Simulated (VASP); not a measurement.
Here is a VASP 6.6.1 calculation.

The input INCAR:

```
SYSTEM = MgSI
  PREC = Accurate
  ENCUT = 520
  EDIFF = 1E-6
  ISMEAR = 0
  SIGMA = 0.1
  LREAL = .False.
  LASPH = .True.
  NELM = 100
  ALGO = Normal
  ISIF = 2
  LWAVE = .False.
  LCHARG = .False.
  GGA = PE
  NBANDS = 14
```

The input KPOINTS:

```
regular mesh
0
Gamma
  6 6 4
  0 0 0
```

POSCAR

```
MgSI
1.0
    4.2388836352     -0.0000000026      0.0000000000
   -2.1194418154      3.6709809130      0.0000000000
    0.0000000000      0.0000000000      5.2808267319
Mg S I
1 1 1
Direct
    0.3333333333      0.6666666667      0.5000000000
    0.6666666667      0.3333333333      0.5000000000
    0.0000000000      0.0000000000      0.0000000000
```

Potentials or basis: VASP PAW PBE potentials, release 64 (Mg, S, I).

Command:

```console
$ cat potpaw_PBE.64/Mg/POTCAR potpaw_PBE.64/S/POTCAR potpaw_PBE.64/I/POTCAR > POTCAR
$ mpirun -np 1 vasp_std > vasp.out
```

Q: What does it give for the pressure?

A: -0.2 GPa.

Q: What does it give for the band gap on the k mesh?

A: Zero (an odd number of electrons rules out a gap without spin polarisation).

Stress tensor (GPa, compression positive):
```
-0.20  0.00  0.00
 0.00 -0.20  0.00
 0.00  0.00 -0.10
```

Caveat: spin-orbit coupling is left out, which moves the levels of the heavy elements; an odd number of electrons without spin polarisation forces a metal; a magnetic or distorted state may lie lower.
